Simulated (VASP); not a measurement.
A run of VASP 6.6.1 is set up as follows.

The input INCAR:

```
SYSTEM = Si
  PREC = Accurate
  ENCUT = 450
  EDIFF = 1E-7
  ISMEAR = -1
  SIGMA = 0.02
  LREAL = .FALSE.
  LASPH = .TRUE.
  NELM = 120
  ALGO = Normal
  ISIF = 2
  LWAVE = .FALSE.
  LCHARG = .FALSE.
  LDIPOL = .TRUE.
  IDIPOL = 3
  DIPOL = 0.5 0.5 0.500
  GGA = PE
  IBRION = 2
  NSW = 32
  EDIFFG = -0.01
  GGA_COMPAT = .FALSE.
  NELMIN = 4
  NELMDL = -8
```

The input KPOINTS:

```
regular mesh
0
G
  7 7 1
  0 0 0
```

The input POSCAR:

```
Si
1.0
    3.8685410222      0.0000000000      0.0000000000
    0.0000000000      3.8685410222      0.0000000000
    0.0000000000      0.0000000000     22.8387000000
Si
6
Direct
    0.7500000000      0.0000000000      0.3507111272
    0.2500000000      0.0000000000      0.4099065181
    0.2500000000      0.5000000000      0.4704061545
    0.7500000000      0.5000000000      0.5295938466
    0.7500000000      0.0000000000      0.5900934802
    0.2500000000      0.0000000000      0.6492888734
```

Potentials or basis: VASP PAW PBE potentials, release 64 (Si).

Run with:

```bash
$ cat potpaw_PBE.64/Si/POTCAR > POTCAR
$ mpirun -np 1 vasp_std > vasp.out
```

(1) What does it give for the band gap on the k mesh?

## Answers

(1) zero (bands 12 and 13 overlap by 0.83 eV).

Caveat: the relaxation stopped at its first step, so nothing moved.
